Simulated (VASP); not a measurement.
# Pb (I4/mmm) in VASP: single point with PBEsol

Aim: the single point of Pb with PBEsol.

All numbers are computed with VASP 6.6.1; they aren't measurements. Logs are shortened: lines on timing, memory, paths and dates and some standing lists are left out, and cuts for length are marked.

## (1) The cell of the first run

The structure is tetragonal, space group I4/mmm (No. 139). Conventional cell: a = 3.505 Å, b = 3.505 Å, c = 4.512 Å, α = 90.00°, β = 90.00°, γ = 90.00°. Pb (site symmetry 4/mmm) has 14 Pb at 3.35 to 4.51 Å within 4.6 Å.

## (2) Single point, PBEsol (strained)

INCAR reads:

```
SYSTEM = Pb
ALGO = Normal
EDIFF = 1E-7
ENCUT = 520
GGA = PS
ISIF = 2
ISMEAR = 0
LASPH = .TRUE.
LCHARG = .FALSE.
LREAL = .FALSE.
LWAVE = .FALSE.
NBANDS = 13
NELM = 80
PREC = Accurate
SIGMA = 0.1
```

KPOINTS reads:

```
k-points
0
G
  14 14 14
  0 0 0
```

POSCAR reads:

```
Pb
1.0
    0.0000000000      2.4781479240      2.2558659240
    2.4781479240      0.0000000000      2.2558659240
    2.4781479240      2.4781479240      0.0000000000
Pb
1
Direct
    0.0000000000      0.0000000000      0.0000000000
```

Potentials or basis: VASP PAW PBE potentials, release 64 (Pb_d).

On the command line:

```
cat potpaw_PBE.64/Pb_d/POTCAR > POTCAR
mpirun -np 1 vasp_std > vasp.out
```

OUTCAR:

```text
SYSTEM = Pb
   EDIFF = 1E-7
   ENCUT = 520
   GGA = PS
   ISIF = 2
   ISMEAR = 0
   LASPH = .TRUE.
   LREAL = .FALSE.
   NELM = 80
   PREC = Accurate

 ion  position               nearest neighbor table
   1  0.000  0.000  0.000-

  LATTYP: Found a body centered tetragonal cell.
 ALAT       =     3.5046304037
 C/A-ratio  =     1.2873630963

  Lattice vectors:

 A1 = (   0.0000000000,  -2.4781479240,  -2.2558659240)
 A2 = (   0.0000000000,   2.4781479240,  -2.2558659240)
 A3 = (   2.4781479240,   0.0000000000,   2.2558659240)

Analysis of symmetry for initial positions (statically):
=====================================================================
 Subroutine PRICEL returns:
 Original cell was already a primitive cell.

 Routine SETGRP: Setting up the symmetry group for a
 body centered tetragonal supercell.

 Subroutine GETGRP returns: Found 16 space group operations
 (whereof 16 operations were pure point group operations)
 out of a pool of 16 trial point group operations.

The static configuration has the point symmetry D_4h.

Analysis of symmetry for dynamics (positions and initial velocities):
=====================================================================
 Subroutine PRICEL returns:
 Original cell was already a primitive cell.

 Routine SETGRP: Setting up the symmetry group for a
 body centered tetragonal supercell.

 Subroutine GETGRP returns: Found 16 space group operations
 (whereof 16 operations were pure point group operations)
 out of a pool of 16 trial point group operations.

The dynamic configuration has the point symmetry D_4h.

 Subroutine INISYM returns: Found 16 space group operations
 (whereof 16 operations are pure point group operations),
 and found     1 'primitive' translations

----------------------------------------------------------------------------------------

                                     Primitive cell

  volume of cell :      27.7075

  direct lattice vectors                    reciprocal lattice vectors
     0.000000000  2.478147924  2.255865924    -0.201763581  0.201763581  0.221644378
     2.478147924  0.000000000  2.255865924     0.201763581 -0.201763581  0.221644378
     2.478147924  2.478147924  0.000000000     0.201763581  0.201763581 -0.221644378

  length of vectors
     3.351141328  3.351141328  3.504630404     0.361307785  0.361307785  0.361307785

  position of ions in fractional coordinates (direct lattice)
     0.000000000  0.000000000  0.000000000

  ion indices of the primitive-cell ions
   primitive index   ion index
                 1           1

----------------------------------------------------------------------------------------

 KPOINTS: k-points

Automatic generation of k-mesh.
 Grid dimensions read from file:
 generate k-points for:   14   14   14

 Generating k-lattice:

  Cartesian coordinates                     Fractional coordinates (reciprocal lattice)
    -0.014411684  0.014411684  0.015831741     0.071428571  0.000000000  0.000000000
     0.014411684 -0.014411684  0.015831741     0.000000000  0.071428571  0.000000000
     0.014411684  0.014411684 -0.015831741     0.000000000  0.000000000  0.071428571

  Length of vectors
     0.025807699  0.025807699  0.025807699

  Shift w.r.t. Gamma in fractional coordinates (k-lattice)
     0.000000000  0.000000000  0.000000000

 Subroutine IBZKPT returns following result:
 ===========================================

 Found    244 irreducible k-points:

 Following reciprocal coordinates:
            Coordinates               Weight
  0.000000  0.000000  0.000000      1.000000
  0.071429 -0.000000  0.000000      8.000000
  0.142857 -0.000000  0.000000      8.000000
  0.214286 -0.000000  0.000000      8.000000
  0.285714  0.000000  0.000000      8.000000
  0.357143 -0.000000  0.000000      8.000000
[... 16 lines left out ...]
  0.214286  0.142857  0.000000      8.000000
  0.285714  0.142857  0.000000      8.000000
 [... further k-points ...]
   k-points           NKPTS =    244   k-points in BZ     NKDIM =    244   number of bands    NBANDS=     13
   number of dos      NEDOS =    301   number of ions     NIONS =      1
   total plane-waves  NPLWV =  21952
   dimension x,y,z NGX =    28 NGY =   28 NGZ =   28
   dimension x,y,z NGXF=    56 NGYF=   56 NGZF=   56
   ions per type =               1
   NGX,Y,Z   is equivalent  to a cutoff of  13.89, 13.89, 13.28 a.u.
   NGXF,Y,Z  is equivalent  to a cutoff of  27.78, 27.78, 26.56 a.u.
 SYSTEM =  Pb
   PREC   = accura    normal or accurate (medium, high low for compatibility)
   ISTART =      0    job   : 0-new  1-cont  2-samecut
   ICHARG =      2    charge: 1-file 2-atom 10-const
   ISPIN  =      1    spin polarized calculation?
   LNONCOLLINEAR =      F non collinear calculations
   LSORBIT =      F    spin-orbit coupling
   LASPH  =      T    aspherical Exc in radial PAW
   ENCUT  =  520.0 eV  38.22 Ry    6.18 a.u.   6.23  6.23  6.52*2*pi/ulx,y,z
   NELM   =     80;   NELMIN=  2; NELMDL= -5     # of ELM steps
   EDIFF  = 0.1E-06   stopping-criterion for ELM
   LREAL  =      F    real-space projection
   EDIFFG = 0.1E-05   stopping-criterion for IOM
   NSW    =      0    number of steps for IOM
   IBRION =     -1    ionic relax: 0-MD 1-quasi-New 2-CG
   NFREE  =      0    steps in history (QN), initial steepest desc. (CG)
   ISIF   =      2    stress and relaxation
   ISYM   =      2    0-nonsym 1-usesym 2-fastsym
   POTIM  = 0.5000    time-step for ionic-motion
   TEBEG  =    0.0;   TEEND  =   0.0 temperature during run
   PSTRESS=    0.0 pullay stress
   NELECT =      14.0000    total number of electrons
   NUPDOWN=      -1.0000    fix difference up-down
   EMIN   =  10.00;   EMAX   =-10.00  energy-range for DOS
   EFERMI =   0.00;   METHOD = LEGACY
   ISMEAR =     0;   SIGMA  =   0.10  broadening in eV -4-tet -1-fermi 0-gaus
   EFERMI_NEDOS =   21; number of points for ismear=-14 and -15
   IALGO  =     38    algorithm
   IMIX   =      4    mixing-type and parameters
     AMIX     =   0.40;   BMIX     =  1.00
     AMIX_MAG =   1.60;   BMIX_MAG =  1.00
  volume/ion in A,a.u.               =      27.71       186.98
  Fermi-wavevector in a.u.,A,eV,Ry     =   1.303922  2.464055 23.132795  1.700212
  Thomas-Fermi vector in A             =   2.434892
   LORBIT       =      0    0 simple, 1 ext, 2 COOP (PROOUT), +10 PAW based schemes
   GGA     = PS    functional components
   LHFCALC =     F    Hartree Fock is set to
   AEXX    =    0.0000 exact exchange contribution
   IVDW    =     0    specifies the selected vdW correction
   LEPSILON=     F    determine dielectric tensor
   LRPA    =     F    only Hartree local field effects (RPA)
 non-spin polarized calculation
 Gauss-broadening in eV      SIGMA  =   0.10
  energy-cutoff  :      520.00
  volume of cell :       27.71
 maximum number of plane-waves:       765
 NGX is ok and might be reduce to    28
   NGX = 13   NGY = 13   NGZ = 13

 number of electron      14.0000002 magnetization

 Free energy of the ion-electron system (eV)
  ---------------------------------------------------
  ext. energy  EPLUGINS =         0.00000000
  ---------------------------------------------------
  free energy    TOTEN  =        -3.96882965 eV

  energy without entropy =       -3.96714084  energy(sigma->0) =       -3.96798524

 E-fermi :   8.1561     XC(G=0): -10.7827

 val. band max:        8.0958602515   @ k =   0.3571   0.0714   0.1429
 cond. band min:       8.1730108481   @ k =  -0.4286   0.4286   0.0714
 fundamental gap:      0.0771505966
 Fermi energy:         8.1561464496

 k-point     1 :       0.0000    0.0000    0.0000
  band No.  band energies     occupation
      1      -8.9598      2.00000
      2      -8.9598      2.00000
      3      -8.8290      2.00000
      4      -8.8019      2.00000
      5      -8.6735      2.00000
      6      -4.2663      2.00000
      7      16.1749      0.00000
      8      16.4050      0.00000
      9      16.4050      0.00000
     10      18.0575      0.00000
     11      20.6992      0.00000
     12      21.3936      0.00000
     13      21.4291      0.00000

 k-point     2 :       0.0714   -0.0000    0.0000
  band No.  band energies     occupation
      1      -8.9546      2.00000
      2      -8.9496      2.00000
      3      -8.8263      2.00000
      4      -8.7995      2.00000
      5      -8.6770      2.00000
      6      -4.1581      2.00000
      7      15.0132      0.00000
      8      16.1776      0.00000
      9      16.1976      0.00000
     10      17.8963      0.00000
     11      21.0926      0.00000
     12      21.6306      0.00000
     13      21.6503      0.00000

 k-point     3 :       0.1429   -0.0000    0.0000
  band No.  band energies     occupation
      1      -8.9445      2.00000
      2      -8.9299      2.00000
      3      -8.8193      2.00000
      4      -8.7835      2.00000
      5      -8.6835      2.00000
      6      -3.8319      2.00000
      7      12.6623      0.00000
      8      15.6815      0.00000
      9      15.9248      0.00000
     10      17.7526      0.00000
     11      20.6353      0.00000
     12      21.0373      0.00000
     13      21.7850      0.00000

 k-point     4 :       0.2143   -0.0000    0.0000
  band No.  band energies     occupation
      1      -8.9402      2.00000
      2      -8.9239      2.00000
      3      -8.8133      2.00000
      4      -8.7369      2.00000
      5      -8.6814      2.00000
      6      -3.2860      2.00000
      7      10.2414      0.00000
      8      15.0399      0.00000
      9      15.5888      0.00000
     10      17.6813      0.00000
     11      19.7838      0.00000
     12      20.3733      0.00000
     13      22.5104      0.00000

 k-point     5 :       0.2857    0.0000    0.0000
  band No.  band energies     occupation
      1      -8.9471      2.00000
      2      -8.9342      2.00000
      3      -8.8177      2.00000
      4      -8.6667      2.00000
      5      -8.6598      2.00000
      6      -2.5275      2.00000
      7       7.9602      1.99441
      8      14.4132      0.00000
      9      15.2435      0.00000
     10      17.6738      0.00000
     11      19.0814      0.00000
     12      19.8401      0.00000
     13      22.6264      0.00000
[... 257 lines left out ...]
 k-point    22 :       0.1429    0.1429    0.0000
  band No.  band energies     occupation
      1      -8.8819      2.00000
      2      -8.8814      2.00000
      3      -8.8814      2.00000
      4      -8.7586      2.00000
      5      -8.7259      2.00000
      6      -3.6145      2.00000
      7      13.5640      0.00000
      8      14.1168      0.00000
      9      14.1168      0.00000
     10      16.6595      0.00000
     11      21.0186      0.00000
     12      22.8397      0.00000
     13      22.8397      0.00000

 k-point    23 :       0.2143    0.1429    0.0000
  band No.  band energies     occupation
      1      -8.9092      2.00000
      2      -8.8540      2.00000
      3      -8.8381      2.00000
      4      -8.7520      2.00000
      5      -8.7227      2.00000
      6      -3.1783      2.00000
      7      11.5945      0.00000
      8      13.3878      0.00000
      9      14.0277      0.00000
     10      16.7409      0.00000
     11      19.6141      0.00000
     12      22.7053      0.00000
     13      22.7978      0.00000

 k-point    24 :       0.2857    0.1429    0.0000
  band No.  band energies     occupation
      1      -8.9296      2.00000
      2      -8.8529      2.00000
      3      -8.8149      2.00000
      4      -8.7570      2.00000
      5      -8.6577      2.00000
      6      -2.5267      2.00000
      7       9.3409      0.00000
      8      12.8053      0.00000
      9      13.7735      0.00000
     10      17.3506      0.00000
     11      18.6516      0.00000
     12      22.0013      0.00000
     13      22.2432      0.00000

 [... further k-points ...]

------------------------ aborting loop because EDIFF is reached ----------------------------------------

  FORCE on cell =-STRESS in cart. coord.  units (eV):
  Direction    XX          YY          ZZ          XY          YZ          ZX
  --------------------------------------------------------------------------------------
  -------------------------------------------------------------------------------------
  Total        0.7403174      0.7403174      0.8114268      0.0000000      0.0000000      0.0000000
  in kB       42.8085786     42.8085786     46.9204510      0.0000000      0.0000000      0.0000000
  external PRESSURE =      44.1792027 kB  Pullay stress =       0.0000000 kB

 VOLUME and BASIS-vectors are now :
 -----------------------------------------------------------------------------
  energy-cutoff  :      520.00
  volume of cell :       27.71
      direct lattice vectors                 reciprocal lattice vectors
     0.000000000  2.478147924  2.255865924    -0.201763581  0.201763581  0.221644378
     2.478147924  0.000000000  2.255865924     0.201763581 -0.201763581  0.221644378
     2.478147924  2.478147924  0.000000000     0.201763581  0.201763581 -0.221644378

 POSITION                                       TOTAL-FORCE (eV/Angst)
 -----------------------------------------------------------------------------------
      0.00000      0.00000      0.00000         0.000000      0.000000      0.000000
 -----------------------------------------------------------------------------------
    total drift:                               -0.000000     -0.000000     -0.000000

  FREE ENERGIE OF THE ION-ELECTRON SYSTEM (eV)
  ---------------------------------------------------
  free  energy   TOTEN  =        -3.9688296486 eV

  energy  without entropy=       -3.9671408369  energy(sigma->0) =       -3.96798524
```

Run time: 2.2 min. Hardware: 1 thread of Intel Xeon 8259CL, shared host; peak memory 0.22 GiB.

What came out:

* Free energy: -3.9688 eV
* Pressure: 4.4 GPa
* Band gap on the k mesh: zero (bands 7 and 8 overlap by 9.85 eV)

Stress tensor (GPa, compression positive):
```
4.28 0.00 0.00
0.00 4.28 0.00
0.00 0.00 4.69
```

Levels at points of the mesh, in eV from the Fermi level:
```tsv
k point	band 5	band 6	band 7	band 8	band 9	band 10
(0.00, 0.00, 0.00)	-16.83	-12.42	8.02	8.25	8.25	9.90
(0.50, 0.00, 0.00)	-16.68	-8.21	-4.68	5.29	6.53	9.81
(0.50, 0.50, 0.00)	-16.66	-5.82	-3.02	1.34	1.34	4.96
(0.50, 0.00, 0.50)	-16.63	-6.98	-3.93	2.32	2.89	6.11
```

Caveat: the cell differs from its parent crystal (strained); the cell stands under pressure; the PAW data sets were made with another functional, which shifts forces and pressure a little; spin-orbit coupling is left out, which moves the levels of the heavy elements.
